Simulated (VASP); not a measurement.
# MgO (Cm) in VASP: further runs, part 2 of 2

VASP 6.6.1. Earlier steps stand in the parts before.

### Step 3. Single point, PBE (atoms displaced along a vibrational mode, the cell strained)

The input, INCAR:

```
ALGO = Normal
EDIFF = 1E-7
ENCUT = 520
GGA = PE
ISIF = 2
ISMEAR = 0
LASPH = T
LCHARG = F
LREAL = F
LWAVE = F
NBANDS = 16
NELM = 60
PREC = Accurate
SIGMA = 0.05
```

The input, KPOINTS:

```
k-points
0
Gamma
  9 9 6
```

The input, POSCAR:

```
MgO
1.0
    3.3428022696      0.0000000000      0.0000000000
   -1.6714011348      2.8949516853      0.0000000000
    0.0000000000      0.0000000000      5.1640562667
Mg O
2 2
Direct
    0.3392943318      0.6785886635      0.0063188067
    0.6726276651      0.3452553302      0.5063188067
    0.3242776382      0.6485552763      0.3982811933
    0.6576109715      0.3152219430      0.8982811933
```

Potentials or basis: VASP PAW PBE potentials, release 64 (Mg, O).

Run with:

```
cat potpaw_PBE.64/Mg/POTCAR potpaw_PBE.64/O/POTCAR > POTCAR
mpirun -np 1 vasp_std > vasp.out
```

OUTCAR:

```text
EDIFF = 1E-7
   ENCUT = 520
   GGA = PE
   ISIF = 2
   ISMEAR = 0
   LASPH = T
   LREAL = F
   NELM = 60
   PREC = Accurate

 ion  position               nearest neighbor table
   1  0.339  0.679  0.006-   4 1.93   3 2.03   4 2.05   4 2.05   2 3.22   2 3.22   2 3.22   2 3.22
                             2 3.22   2 3.22
   2  0.673  0.345  0.506-   3 1.97   3 1.97   4 2.03   3 2.09   1 3.22   1 3.22   1 3.22   1 3.22
                             1 3.22   1 3.22
   3  0.324  0.649  0.398-   2 1.97   2 1.97   1 2.03   2 2.09
   4  0.658  0.315  0.898-   1 1.93   2 2.03   1 2.05   1 2.05

  LATTYP: Found a hexagonal cell.
 ALAT       =     3.3428022696
 C/A-ratio  =     1.5448285152

  Lattice vectors:

 A1 = (   3.3428022696,   0.0000000000,   0.0000000000)
 A2 = (  -1.6714011348,   2.8949516853,   0.0000000000)
 A3 = (   0.0000000000,   0.0000000000,   5.1640562667)

Analysis of symmetry for initial positions (statically):
=====================================================================
 Subroutine PRICEL returns:
 Original cell was already a primitive cell.

 Routine SETGRP: Setting up the symmetry group for a
 hexagonal supercell.

 Subroutine GETGRP returns: Found  2 space group operations
 (whereof  2 operations were pure point group operations)
 out of a pool of 24 trial point group operations.

The static configuration has the point symmetry C_1h.

Analysis of symmetry for dynamics (positions and initial velocities):
=====================================================================
 Subroutine PRICEL returns:
 Original cell was already a primitive cell.

 Routine SETGRP: Setting up the symmetry group for a
 hexagonal supercell.

 Subroutine GETGRP returns: Found  2 space group operations
 (whereof  2 operations were pure point group operations)
 out of a pool of 24 trial point group operations.

The dynamic configuration has the point symmetry C_1h.

 Subroutine INISYM returns: Found  2 space group operations
 (whereof  2 operations are pure point group operations),
 and found     1 'primitive' translations

----------------------------------------------------------------------------------------

                                     Primitive cell

  volume of cell :      49.9739

  direct lattice vectors                    reciprocal lattice vectors
     3.342802270  0.000000000  0.000000000     0.299150210  0.172714454  0.000000000
    -1.671401135  2.894951685  0.000000000     0.000000000  0.345428908  0.000000000
     0.000000000  0.000000000  5.164056267     0.000000000  0.000000000  0.193646225

  length of vectors
     3.342802270  3.342802270  5.164056267     0.345428908  0.345428908  0.193646225

  position of ions in fractional coordinates (direct lattice)
     0.339294332  0.678588664  0.006318807
     0.672627665  0.345255330  0.506318807
     0.324277638  0.648555276  0.398281193
     0.657610971  0.315221943  0.898281193

  ion indices of the primitive-cell ions
   primitive index   ion index
                 1           1
                 2           2
[... 25 lines left out ...]
 ===========================================

 Found    140 irreducible k-points:

 Following reciprocal coordinates:
            Coordinates               Weight
  0.000000  0.000000  0.000000      1.000000
  0.111111  0.000000  0.000000      4.000000
  0.000000  0.111111  0.000000      2.000000
  0.222222  0.000000  0.000000      4.000000
  0.000000  0.222222  0.000000      2.000000
  0.333333  0.000000  0.000000      4.000000
[... 16 lines left out ...]
 -0.222222 -0.444444  0.000000      4.000000
  0.444444  0.333333  0.000000      4.000000
 [... further k-points ...]
   k-points           NKPTS =    140   k-points in BZ     NKDIM =    140   number of bands    NBANDS=     16
   number of dos      NEDOS =    301   number of ions     NIONS =      4
   total plane-waves  NPLWV =  31360
   dimension x,y,z NGX =    28 NGY =   28 NGZ =   40
   dimension x,y,z NGXF=    56 NGYF=   56 NGZF=   80
   ions per type =               2   2
   NGX,Y,Z   is equivalent  to a cutoff of  13.93, 13.93, 12.88 a.u.
   NGXF,Y,Z  is equivalent  to a cutoff of  27.85, 27.85, 25.75 a.u.
 SYSTEM =  unknown system
   PREC   = accura    normal or accurate (medium, high low for compatibility)
   ISTART =      0    job   : 0-new  1-cont  2-samecut
   ICHARG =      2    charge: 1-file 2-atom 10-const
   ISPIN  =      1    spin polarized calculation?
   LNONCOLLINEAR =      F non collinear calculations
   LSORBIT =      F    spin-orbit coupling
   LASPH  =      T    aspherical Exc in radial PAW
   ENCUT  =  520.0 eV  38.22 Ry    6.18 a.u.   6.22  6.22  9.60*2*pi/ulx,y,z
   NELM   =     60;   NELMIN=  2; NELMDL= -5     # of ELM steps
   EDIFF  = 0.1E-06   stopping-criterion for ELM
   LREAL  =      F    real-space projection
   EDIFFG = 0.1E-05   stopping-criterion for IOM
   NSW    =      0    number of steps for IOM
   IBRION =     -1    ionic relax: 0-MD 1-quasi-New 2-CG
   NFREE  =      0    steps in history (QN), initial steepest desc. (CG)
   ISIF   =      2    stress and relaxation
   ISYM   =      2    0-nonsym 1-usesym 2-fastsym
   POTIM  = 0.5000    time-step for ionic-motion
   TEBEG  =    0.0;   TEEND  =   0.0 temperature during run
   PSTRESS=    0.0 pullay stress
   NELECT =      16.0000    total number of electrons
   NUPDOWN=      -1.0000    fix difference up-down
   EMIN   =  10.00;   EMAX   =-10.00  energy-range for DOS
   EFERMI =   0.00;   METHOD = LEGACY
   ISMEAR =     0;   SIGMA  =   0.05  broadening in eV -4-tet -1-fermi 0-gaus
   EFERMI_NEDOS =   21; number of points for ismear=-14 and -15
   IALGO  =     38    algorithm
   IMIX   =      4    mixing-type and parameters
     AMIX     =   0.40;   BMIX     =  1.00
     AMIX_MAG =   1.60;   BMIX_MAG =  1.00
  volume/ion in A,a.u.               =      12.49        84.31
  Fermi-wavevector in a.u.,A,eV,Ry     =   1.119955  2.116408 17.065771  1.254299
  Thomas-Fermi vector in A             =   2.256598
   LORBIT       =      0    0 simple, 1 ext, 2 COOP (PROOUT), +10 PAW based schemes
   GGA     = PE    functional components
   LHFCALC =     F    Hartree Fock is set to
   AEXX    =    0.0000 exact exchange contribution
   IVDW    =     0    specifies the selected vdW correction
   LEPSILON=     F    determine dielectric tensor
   LRPA    =     F    only Hartree local field effects (RPA)
 non-spin polarized calculation
 Gauss-broadening in eV      SIGMA  =   0.05
  energy-cutoff  :      520.00
  volume of cell :       49.97
 maximum number of plane-waves:      1363
 NGX is ok and might be reduce to    28
   NGX = 13   NGY = 13   NGZ = 19

 number of electron      16.0000003 magnetization

 Free energy of the ion-electron system (eV)
  ---------------------------------------------------
  ext. energy  EPLUGINS =         0.00000000
  ---------------------------------------------------
  free energy    TOTEN  =       -23.45908406 eV

  energy without entropy =      -23.45908406  energy(sigma->0) =      -23.45908406

 E-fermi :   0.9721     XC(G=0):  -9.4980

 val. band max:        0.7626295684   @ k =   0.0000   0.0000   0.0000
 cond. band min:       4.0057209528   @ k =   0.0000   0.0000   0.0000
 fundamental gap:      3.2430913844
 Fermi energy:         0.9721428164

 k-point     1 :       0.0000    0.0000    0.0000
  band No.  band energies     occupation
      1     -15.2460      2.00000
      2     -14.5640      2.00000
      3      -2.3055      2.00000
      4       0.1447      2.00000
      5       0.1503      2.00000
      6       0.4642      2.00000
[... 433 lines left out ...]
      3      -1.8427      2.00000
      4      -1.1429      2.00000
      5      -0.8026      2.00000
      6      -0.6651      2.00000
[... 8 lines left out ...]
     15      13.9236      0.00000
     16      16.2786      0.00000

 [... further k-points ...]

------------------------ aborting loop because EDIFF is reached ----------------------------------------

  FORCE on cell =-STRESS in cart. coord.  units (eV):
  Direction    XX          YY          ZZ          XY          YZ          ZX
  --------------------------------------------------------------------------------------
  -------------------------------------------------------------------------------------
  Total       -0.8756161     -0.6823798     -0.8936950      0.0000000     -0.5578853      0.0000000
  in kB      -28.0725174    -21.8773023    -28.6521319      0.0000000    -17.8859718      0.0000000
  external PRESSURE =     -26.2006505 kB  Pullay stress =       0.0000000 kB

 VOLUME and BASIS-vectors are now :
 -----------------------------------------------------------------------------
  energy-cutoff  :      520.00
  volume of cell :       49.97
      direct lattice vectors                 reciprocal lattice vectors
     3.342802270  0.000000000  0.000000000     0.299150210  0.172714454  0.000000000
    -1.671401135  2.894951685  0.000000000     0.000000000  0.345428908  0.000000000
     0.000000000  0.000000000  5.164056267     0.000000000  0.000000000  0.193646225

 POSITION                                       TOTAL-FORCE (eV/Angst)
 -----------------------------------------------------------------------------------
      0.00000      1.96448      0.03263        -0.000000     -0.841664      0.089610
      1.67140      0.99950      2.61466         0.000000     -0.618316      0.078015
      0.00000      1.87754      2.05675        -0.000000      0.619098     -0.077651
      1.67140      0.91255      4.63877         0.000000      0.840882     -0.089975
 -----------------------------------------------------------------------------------
    total drift:                               -0.000000     -0.000211      0.000439

  FREE ENERGIE OF THE ION-ELECTRON SYSTEM (eV)
  ---------------------------------------------------
  free  energy   TOTEN  =       -23.4590840576 eV

  energy  without entropy=      -23.4590840576  energy(sigma->0) =      -23.45908406
```

OSZICAR:

```text
N       E                     dE             d eps       ncg     rms          rms(c)
DAV:   1     0.621168095447E+02    0.62117E+02   -0.74231E+03  4488   0.877E+02
DAV:   2    -0.233752547299E+02   -0.85492E+02   -0.78782E+02  6248   0.193E+02
DAV:   3    -0.277138074329E+02   -0.43386E+01   -0.43289E+01  5016   0.456E+01
DAV:   4    -0.277321408240E+02   -0.18333E-01   -0.18333E-01  5576   0.353E+00
DAV:   5    -0.277322343414E+02   -0.93517E-04   -0.93517E-04  5144   0.241E-01    0.117E+01
DAV:   6    -0.235298610484E+02    0.42024E+01   -0.12728E+01  4480   0.263E+01    0.407E+00
DAV:   7    -0.234665638440E+02    0.63297E-01   -0.20003E-01  4552   0.356E+00    0.222E+00
DAV:   8    -0.234608099302E+02    0.57539E-02   -0.10846E-01  4672   0.354E+00    0.523E-01
DAV:   9    -0.234581418148E+02    0.26681E-02   -0.38298E-03  5704   0.566E-01    0.162E-01
DAV:  10    -0.234590561644E+02   -0.91435E-03   -0.14088E-03  4560   0.241E-01    0.277E-02
DAV:  11    -0.234590790662E+02   -0.22902E-04   -0.18186E-05  5312   0.314E-02    0.174E-02
DAV:  12    -0.234590840193E+02   -0.49531E-05   -0.70720E-06  4560   0.213E-02    0.644E-03
DAV:  13    -0.234590841436E+02   -0.12433E-06   -0.12474E-06  4656   0.982E-03    0.217E-03
DAV:  14    -0.234590840576E+02    0.86052E-07   -0.10829E-07  4064   0.275E-03
   1 F= -.23459084E+02 E0= -.23459084E+02  d E =-.138192E-11
```

stdout:

```text
POSCAR found type information on POSCAR MgO
 POSCAR found :  2 types and       4 ions
 scaLAPACK will be used
 LDA part: xc-table for (Slater+PW92), standard interpolation
 POSCAR, INCAR and KPOINTS ok, starting setup
 FFT: planning ... GRIDC
 FFT: planning ... GRID_SOFT
 FFT: planning ... GRID
 WAVECAR not read
 entering main loop
```

Wall time 42 s (1 thread of Intel Xeon 6975P-C (Granite Rapids), shared host); peak memory 0.25 GiB.

Results:

- Free energy: -23.4591 eV
- Pressure: -2.6 GPa
- Largest force: 0.846 eV/Å
- Band gap on the k mesh: 3.24 eV

Forces in eV/Å, atoms in the order of the input:
```
Mg   0.000 -0.842  0.090
Mg   0.000 -0.618  0.078
O    0.000  0.619 -0.078
O    0.000  0.841 -0.090
```

Levels at points of the mesh, in eV from the valence-band top:
```
           k point  band 6  band 7  band 8  band 9  band 10  band 11
(0.00, 0.00, 0.00)   -0.30   -0.29    0.00    3.24     8.14     9.81
(0.00, 0.00, 0.50)   -0.53   -0.38   -0.37    5.66     5.66    12.63
```

Caveat: the cell differs from its parent crystal (atoms displaced along a vibrational mode, the cell strained); an odd mesh through Γ misses points on the zone boundary, where band edges can lie.

### Step 4. Single point, PBE (atoms displaced along a vibrational mode, the cell strained)

The input, INCAR:

```
SYSTEM = MgO
PREC = Accurate
ENCUT = 520
EDIFF = 1E-6
ISMEAR = 0
SIGMA = 0.05
LREAL = .FALSE.
LASPH = .TRUE.
NELM = 80
ALGO = Normal
ISIF = 2
LWAVE = .FALSE.
LCHARG = .TRUE.
GGA = PE
LELF = .TRUE.
LVHAR = .TRUE.
NBANDS = 16
```

The input, KPOINTS:

```
regular mesh
0
G
  9 9 6
  0 0 0
```

The input, POSCAR:

```
MgO
1.0
    3.3706506669      0.0000000000      0.0000000000
   -1.6853253335      2.9190691049      0.0000000000
    0.0000000000      0.0000000000      5.2070772651
Mg O
2 2
Direct
    0.3363138326      0.6726276651      0.0063188067
    0.6696471659      0.3392943318      0.5063188067
    0.3288054857      0.6576109715      0.3982811933
    0.6621388191      0.3242776382      0.8982811933
```

Run with:

```
cat potpaw_PBE.64/Mg/POTCAR potpaw_PBE.64/O/POTCAR > POTCAR
mpirun -np 1 vasp_std > vasp.out
```

Run time: 40 s. Hardware: 1 thread of Intel Xeon 6975P-C (Granite Rapids), shared host; peak memory 0.25 GiB.

It converged, with:

```
Free energy            : -23.4737 eV
Pressure               : -5.5 GPa
Largest force          : 0.362 eV/Å
Band gap on the k mesh : 3.13 eV
```

Forces on the atoms (eV/Å):
```
Mg   0.000 -0.359  0.048
Mg   0.000 -0.307  0.046
O    0.000  0.307 -0.046
O    0.000  0.359 -0.048
```

Stress tensor (GPa, compression positive):
```
-5.73  0.00  0.00
 0.00 -5.59 -0.74
 0.00 -0.74 -5.21
```

Levels at points of the mesh, in eV from the valence-band top:
| k point | band 4 | band 5 | band 6 | band 7 | band 8 | band 9 | band 10 | band 11 | band 12 | band 13 |
| --- | --- | --- | --- | --- | --- | --- | --- | --- | --- | --- |
| (0.00, 0.00, 0.00) | -0.59 | -0.59 | -0.29 | -0.29 | 0.00 | 3.13 | 7.98 | 9.63 | 13.78 | 13.78 |
| (0.00, 0.00, 0.50) | -1.86 | -0.48 | -0.48 | -0.40 | -0.40 | 5.52 | 5.52 | 12.44 | 12.44 | 14.19 |

Caveat: the cell differs from its parent crystal (atoms displaced along a vibrational mode, the cell strained); the cell stands under tension; an odd mesh through Γ misses points on the zone boundary, where band edges can lie.

### Step 5. Summary

```tsv
cell	gap on the mesh (eV)	pressure (GPa)	largest force (eV/Å)
a = 3.343, b = 3.343, c = 5.164 Å, angles 90.0, 90.0, 120.0°, 4 atoms, atomic positions A	3.25	-3.0	0.39
a = 3.343, b = 3.343, c = 5.164 Å, angles 90.0, 90.0, 120.0°, 4 atoms, atomic positions B	3.24	-2.6	0.85
a = 3.371, b = 3.371, c = 5.207 Å, angles 90.0, 90.0, 120.0°, 4 atoms, atomic positions A	3.13	-5.5	0.36
```

Alike in all rows: task single point; level PBE; potentials or basis VASP PAW PBE potentials, release 64 (Mg, O); no spin polarisation; k mesh 9 × 9 × 6; cutoff (eV) 520; smearing gaussian 0.05 eV.

Caveats: an odd mesh through Γ misses points on the zone boundary, where band edges can lie; the cell stands under tension (at least some runs).

Absolute energies hang on the potentials; compare differences alone.
